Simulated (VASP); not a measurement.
# Ta (Im-3m) in VASP: notebook

The runs below take Ta through single point, with r2SCAN+rVV10, PBEsol, LDA.

Everything below comes from runs of VASP 6.6.1. Logs are shortened: lines on timing, memory, paths and dates and some standing lists are left out, and cuts for length are marked.

### 1 The cell of the first run

It takes space group Im-3m (No. 229, cubic). Conventional cell: a = 3.346 Å, b = 3.346 Å, c = 3.346 Å, α = 90.00°, β = 90.00°, γ = 90.00°. Within 3.8 Å of Ta (site symmetry m-3m) lie 14 Ta at 2.90 to 3.35 Å.

### 2 Single point, r2SCAN+rVV10

POSCAR reads:

```
Ta
1.0
   -1.6730098603      1.6730098603      1.6730098603
    1.6730098603     -1.6730098603      1.6730098603
    1.6730098603      1.6730098603     -1.6730098603
Ta
1
Direct
    0.0000000000      0.0000000000      0.0000000000
```

INCAR.step1 reads:

```
SYSTEM = Ta
PREC     = Accurate       ! precision mode
ENCUT    = 520            ! plane-wave cutoff, eV
ISMEAR   = 1              ! smearing method
SIGMA    = 0.05           ! smearing width, eV
LREAL    = .False.        ! projectors in reciprocal space
LASPH    = .True.         ! aspherical terms in the spheres
NELM     = 80             ! most SCF steps
NBANDS   = 12             ! bands
GGA      = PE             ! functional
ALGO     = Normal         ! electronic algorithm
EDIFF    = 1E-4           ! SCF threshold, eV
LWAVE    = .True.         ! write WAVECAR
LCHARG   = .False.        ! write CHGCAR
```

INCAR.step2 reads:

```
SYSTEM = Ta
PREC     = Accurate       ! precision mode
ENCUT    = 520            ! plane-wave cutoff, eV
EDIFF    = 1E-6           ! SCF threshold, eV
ISMEAR   = 1              ! smearing method
SIGMA    = 0.05           ! smearing width, eV
LREAL    = .False.        ! projectors in reciprocal space
LASPH    = .True.         ! aspherical terms in the spheres
NELM     = 80             ! most SCF steps
ALGO     = Normal         ! electronic algorithm
ISIF     = 2              ! what is computed and relaxed
LWAVE    = .False.        ! write WAVECAR
LCHARG   = .False.        ! write CHGCAR
METAGGA  = R2SCAN         ! meta-GGA
LMIXTAU  = .True.       
LUSE_VDW = .True.       
IVDW_NL  = 2            
BPARAM   = 11.95        
CPARAM   = 0.0093       
NBANDS   = 12             ! bands
ISTART   = 1
```

KPOINTS reads:

```
regular mesh
0
Gamma
  11 11 11
  0 0 0
```

Potentials or basis: VASP PAW PBE potentials, release 64 (Ta_pv).

Launch:

```sh
$ cat potpaw_PBE.64/Ta_pv/POTCAR > POTCAR
$ cp INCAR.step1 INCAR
$ mpirun -np 1 vasp_std > vasp.out
$ cp INCAR.step2 INCAR
$ mpirun -np 1 vasp_std > vasp.out
```

OUTCAR:

```text
SYSTEM = Ta
   PREC = Accurate
   ENCUT = 520
   EDIFF = 1E-6
   ISMEAR = 1
   LREAL = .False.
   LASPH = .True.
   NELM = 80
   ISIF = 2
   METAGGA = R2SCAN
   IVDW_NL = 2
   BPARAM = 11.95
   ISTART = 1

 ion  position               nearest neighbor table
   1  0.000  0.000  0.000-

  LATTYP: Found a body centered cubic cell.
 ALAT       =     3.3460197206

  Lattice vectors:

 A1 = (  -1.6730098603,   1.6730098603,   1.6730098603)
 A2 = (   1.6730098603,  -1.6730098603,   1.6730098603)
 A3 = (   1.6730098603,   1.6730098603,  -1.6730098603)

Analysis of symmetry for initial positions (statically):
=====================================================================
 Subroutine PRICEL returns:
 Original cell was already a primitive cell.

 Routine SETGRP: Setting up the symmetry group for a
 body centered cubic supercell.

 Subroutine GETGRP returns: Found 48 space group operations
 (whereof 48 operations were pure point group operations)
 out of a pool of 48 trial point group operations.

The static configuration has the point symmetry O_h .

Analysis of symmetry for dynamics (positions and initial velocities):
=====================================================================
 Subroutine PRICEL returns:
 Original cell was already a primitive cell.

 Routine SETGRP: Setting up the symmetry group for a
 body centered cubic supercell.

 Subroutine GETGRP returns: Found 48 space group operations
 (whereof 48 operations were pure point group operations)
 out of a pool of 48 trial point group operations.

The dynamic configuration has the point symmetry O_h .

 Subroutine INISYM returns: Found 48 space group operations
 (whereof 48 operations are pure point group operations),
 and found     1 'primitive' translations

----------------------------------------------------------------------------------------

                                     Primitive cell

  volume of cell :      18.7308

  direct lattice vectors                    reciprocal lattice vectors
    -1.673009860  1.673009860  1.673009860     0.000000000  0.298862554  0.298862554
     1.673009860 -1.673009860  1.673009860     0.298862554  0.000000000  0.298862554
     1.673009860  1.673009860 -1.673009860     0.298862554  0.298862554  0.000000000

  length of vectors
     2.897738080  2.897738080  2.897738080     0.422655477  0.422655477  0.422655477

  position of ions in fractional coordinates (direct lattice)
     0.000000000  0.000000000  0.000000000

  ion indices of the primitive-cell ions
   primitive index   ion index
                 1           1

----------------------------------------------------------------------------------------

 KPOINTS: regular mesh

Automatic generation of k-mesh.
 Grid dimensions read from file:
 generate k-points for:   11   11   11

 Generating k-lattice:

  Cartesian coordinates                     Fractional coordinates (reciprocal lattice)
     0.000000000  0.027169323  0.027169323     0.090909091  0.000000000  0.000000000
     0.027169323  0.000000000  0.027169323     0.000000000  0.090909091  0.000000000
     0.027169323  0.027169323  0.000000000     0.000000000  0.000000000  0.090909091

  Length of vectors
     0.038423225  0.038423225  0.038423225

  Shift w.r.t. Gamma in fractional coordinates (k-lattice)
     0.000000000  0.000000000  0.000000000

 Subroutine IBZKPT returns following result:
 ===========================================

 Found     56 irreducible k-points:

 Following reciprocal coordinates:
            Coordinates               Weight
  0.000000  0.000000  0.000000      1.000000
  0.090909  0.000000  0.000000     12.000000
  0.181818  0.000000  0.000000     12.000000
  0.272727  0.000000  0.000000     12.000000
  0.363636  0.000000  0.000000     12.000000
  0.454545  0.000000  0.000000     12.000000
[... 16 lines left out ...]
  0.272727  0.181818  0.090909     48.000000
  0.363636  0.181818  0.090909     24.000000
 [... further k-points ...]
   k-points           NKPTS =     56   k-points in BZ     NKDIM =     56   number of bands    NBANDS=     12
   number of dos      NEDOS =    301   number of ions     NIONS =      1
   total plane-waves  NPLWV =  13824
   dimension x,y,z NGX =    24 NGY =   24 NGZ =   24
   dimension x,y,z NGXF=    48 NGYF=   48 NGZF=   48
   ions per type =               1
   NGX,Y,Z   is equivalent  to a cutoff of  13.77, 13.77, 13.77 a.u.
   NGXF,Y,Z  is equivalent  to a cutoff of  27.54, 27.54, 27.54 a.u.
 SYSTEM =  Ta
   PREC   = accura    normal or accurate (medium, high low for compatibility)
   ISTART =      1    job   : 0-new  1-cont  2-samecut
   ICHARG =      0    charge: 1-file 2-atom 10-const
   ISPIN  =      1    spin polarized calculation?
   LNONCOLLINEAR =      F non collinear calculations
   LSORBIT =      F    spin-orbit coupling
   LASPH  =      T    aspherical Exc in radial PAW
   ENCUT  =  520.0 eV  38.22 Ry    6.18 a.u.   5.39  5.39  5.39*2*pi/ulx,y,z
   NELM   =     80;   NELMIN=  2; NELMDL=  0     # of ELM steps
   EDIFF  = 0.1E-05   stopping-criterion for ELM
   LREAL  =      F    real-space projection
   EDIFFG = 0.1E-04   stopping-criterion for IOM
   NSW    =      0    number of steps for IOM
   IBRION =     -1    ionic relax: 0-MD 1-quasi-New 2-CG
   NFREE  =      0    steps in history (QN), initial steepest desc. (CG)
   ISIF   =      2    stress and relaxation
   ISYM   =      2    0-nonsym 1-usesym 2-fastsym
   POTIM  = 0.5000    time-step for ionic-motion
   TEBEG  =    0.0;   TEEND  =   0.0 temperature during run
   PSTRESS=    0.0 pullay stress
   NELECT =      11.0000    total number of electrons
   NUPDOWN=      -1.0000    fix difference up-down
   EMIN   =  10.00;   EMAX   =-10.00  energy-range for DOS
   EFERMI =   0.00;   METHOD = LEGACY
   ISMEAR =     1;   SIGMA  =   0.05  broadening in eV -4-tet -1-fermi 0-gaus
   EFERMI_NEDOS =   21; number of points for ismear=-14 and -15
   IALGO  =     38    algorithm
   IMIX   =      4    mixing-type and parameters
     AMIX     =   0.40;   BMIX     =  1.00
     AMIX_MAG =   1.60;   BMIX_MAG =  1.00
  volume/ion in A,a.u.               =      18.73       126.40
  Fermi-wavevector in a.u.,A,eV,Ry     =   1.370947  2.590714 25.572079  1.879495
  Thomas-Fermi vector in A             =   2.496687
   LORBIT       =      0    0 simple, 1 ext, 2 COOP (PROOUT), +10 PAW based schemes
   METAGGA = R2SCAN    functional components
   LHFCALC =     F    Hartree Fock is set to
   AEXX    =    0.0000 exact exchange contribution
   IVDW_NL    =     2    kernel type
   BPARAM     =11.9500
   IVDW    =     0    specifies the selected vdW correction
   LEPSILON=     F    determine dielectric tensor
   LRPA    =     F    only Hartree local field effects (RPA)
 non-spin polarized calculation
 Methfessel and Paxton  Order N= 1 SIGMA  =   0.05
  energy-cutoff  :      520.00
  volume of cell :       18.73
 maximum number of plane-waves:       531
 NGX is ok and might be reduce to    24
   NGX = 11   NGY = 11   NGZ = 11

 number of electron      10.9999999 magnetization

 Free energy of the ion-electron system (eV)
  ---------------------------------------------------
  ext. energy  EPLUGINS =         0.00000000
  ---------------------------------------------------
  free energy    TOTEN  =       -48.38922167 eV

  energy without entropy =      -48.38956222  energy(sigma->0) =      -48.38933518

 E-fermi :   4.9422     XC(G=0): -13.5639

 val. band max:        4.9317875510   @ k =   0.3636   0.1818  -0.0000
 cond. band min:       4.9949336556   @ k =  -0.4545  -0.4545   0.1818
 fundamental gap:      0.0631461046
 Fermi energy:         4.9421826611

 k-point     1 :       0.0000    0.0000    0.0000
  band No.  band energies     occupation
      1     -29.3638      2.00000
      2     -29.3638      2.00000
      3     -29.3638      2.00000
      4      -3.1867      2.00000
      5       5.8464     -0.00000
      6       5.8464     -0.00000
      7       5.8464     -0.00000
      8       9.1943      0.00000
      9       9.1943      0.00000
     10      16.9415      0.00000
     11      20.5813      0.00000
     12      20.5813      0.00000

 k-point     2 :       0.0909    0.0000    0.0000
  band No.  band energies     occupation
      1     -29.4569      2.00000
      2     -29.3925      2.00000
      3     -29.3642      2.00000
      4      -2.8224      2.00000
      5       5.6118     -0.00000
      6       5.7608     -0.00000
      7       6.2014      0.00000
      8       8.8497      0.00000
      9       9.1958      0.00000
     10      16.9413      0.00000
     11      20.8843      0.00000
     12      21.2238      0.00000

 k-point     3 :       0.1818    0.0000    0.0000
  band No.  band energies     occupation
      1     -29.7004      2.00000
      2     -29.4686      2.00000
      3     -29.3655      2.00000
      4      -1.8276      2.00000
      5       5.0424     -0.01573
      6       5.3620     -0.00000
      7       7.2362      0.00000
      8       8.4861      0.00000
      9       9.2473      0.00000
     10      16.9411      0.00000
     11      21.2279      0.00000
     12      22.7334      0.00000
[... 286 lines left out ...]
 k-point    23 :       0.2727    0.1818    0.0909
  band No.  band energies     occupation
      1     -30.2571      2.00000
      2     -29.7841      2.00000
      3     -29.5333      2.00000
      4       2.0820      2.00000
      5       3.4946      2.00000
      6       4.2576      2.00000
      7       9.4928      0.00000
      8      10.0485      0.00000
      9      14.0904      0.00000
     10      15.5273      0.00000
     11      16.9507      0.00000
     12      19.2192      0.00000

 k-point    24 :       0.3636    0.1818    0.0909
  band No.  band energies     occupation
      1     -30.2596      2.00000
      2     -29.8566      2.00000
      3     -29.5405      2.00000
      4       2.1446      2.00000
      5       3.4322      2.00000
      6       4.8376      2.01176
      7       9.5802      0.00000
      8      10.1445      0.00000
      9      14.2754      0.00000
     10      15.0267      0.00000
     11      16.9469      0.00000
     12      18.5757      0.00000

 [... further k-points ...]

------------------------ aborting loop because EDIFF is reached ----------------------------------------

  FORCE on cell =-STRESS in cart. coord.  units (eV):
  Direction    XX          YY          ZZ          XY          YZ          ZX
  --------------------------------------------------------------------------------------
  -------------------------------------------------------------------------------------
  Total       -0.9175170     -0.9175170     -0.9175170      0.0000000      0.0000000     -0.0000000
  in kB      -78.4818494    -78.4818494    -78.4818494      0.0000000      0.0000000     -0.0000000
  external PRESSURE =     -78.4818494 kB  Pullay stress =       0.0000000 kB

 VOLUME and BASIS-vectors are now :
 -----------------------------------------------------------------------------
  energy-cutoff  :      520.00
  volume of cell :       18.73
      direct lattice vectors                 reciprocal lattice vectors
    -1.673009860  1.673009860  1.673009860     0.000000000  0.298862554  0.298862554
     1.673009860 -1.673009860  1.673009860     0.298862554  0.000000000  0.298862554
     1.673009860  1.673009860 -1.673009860     0.298862554  0.298862554  0.000000000

 POSITION                                       TOTAL-FORCE (eV/Angst)
 -----------------------------------------------------------------------------------
      0.00000      0.00000      0.00000        -0.000000      0.000000     -0.000000
 -----------------------------------------------------------------------------------
    total drift:                               -0.000000      0.000000      0.000000

  FREE ENERGIE OF THE ION-ELECTRON SYSTEM (eV)
  ---------------------------------------------------
  free  energy   TOTEN  =       -48.3892216671 eV

  energy  without entropy=      -48.3895622179  energy(sigma->0) =      -48.38933518
```

Wall time 51 s (1 thread of Intel Xeon Platinum 8488C (Sapphire Rapids), shared host); peak memory 0.22 GiB.

What came out:

```yaml
Free_energy: -48.3892 eV
Pressure: -7.8 GPa
```

Levels at points of the mesh, in eV from the Fermi level:
```csv
k point,band 1,band 2,band 3,band 4,band 5,band 6,band 7,band 8,band 9,band 10
"(0.00, 0.00, 0.00)",-34.31,-34.31,-34.31,-8.13,0.90,0.90,0.90,4.25,4.25,12.00
```

Caveat: the PAW data sets were made with another functional, which shifts forces and pressure a little; spin-orbit coupling is left out, which moves the levels of the heavy elements.

### 3 Single point, r2SCAN+rVV10

This run uses another cell than the first one, of 19.09 Å³/atom, 1.019 times its volume.

POSCAR reads:

```
Ta
1.0
   -1.6836662614      1.6836662614      1.6836662614
    1.6836662614     -1.6836662614      1.6836662614
    1.6836662614      1.6836662614     -1.6836662614
Ta
1
Direct
    0.0000000000      0.0000000000      0.0000000000
```

Changes to INCAR.step1 since step 2:

```diff
@@ -7,3 +7,3 @@
 LASPH    = .True.         ! aspherical terms in the spheres
-NELM     = 80             ! most SCF steps
+NELM     = 60             ! most SCF steps
 NBANDS   = 12             ! bands
```

Changes to INCAR.step2 since step 2:

```diff
@@ -8,3 +8,3 @@
 LASPH    = .True.         ! aspherical terms in the spheres
-NELM     = 80             ! most SCF steps
+NELM     = 60             ! most SCF steps
 ALGO     = Normal         ! electronic algorithm
```

KPOINTS is that of step 2.

Potentials or basis: VASP PAW PBE potentials, release 64 (Ta_pv).

Launch:

```sh
$ cat potpaw_PBE.64/Ta_pv/POTCAR > POTCAR
$ cp INCAR.step1 INCAR
$ mpirun -np 1 vasp_std > vasp.out
$ cp INCAR.step2 INCAR
$ mpirun -np 1 vasp_std > vasp.out
```

Run time: 58 s. Hardware: 1 thread of Intel Xeon Platinum 8488C (Sapphire Rapids), shared host; peak memory 0.22 GiB.

It converged, with:

```yaml
Free_energy: -48.3677 eV
Pressure: -11.1 GPa
```

Levels at points of the mesh, in eV from the Fermi level:
| k point | band 2 | band 3 | band 4 | band 5 | band 6 | band 7 | band 8 | band 9 |
| --- | --- | --- | --- | --- | --- | --- | --- | --- |
| (0.00, 0.00, 0.00) | -34.37 | -34.37 | -8.04 | 0.92 | 0.92 | 0.92 | 4.20 | 4.20 |

Caveat: the PAW data sets were made with another functional, which shifts forces and pressure a little; spin-orbit coupling is left out, which moves the levels of the heavy elements.

(Part 1 of 2 ends here.)
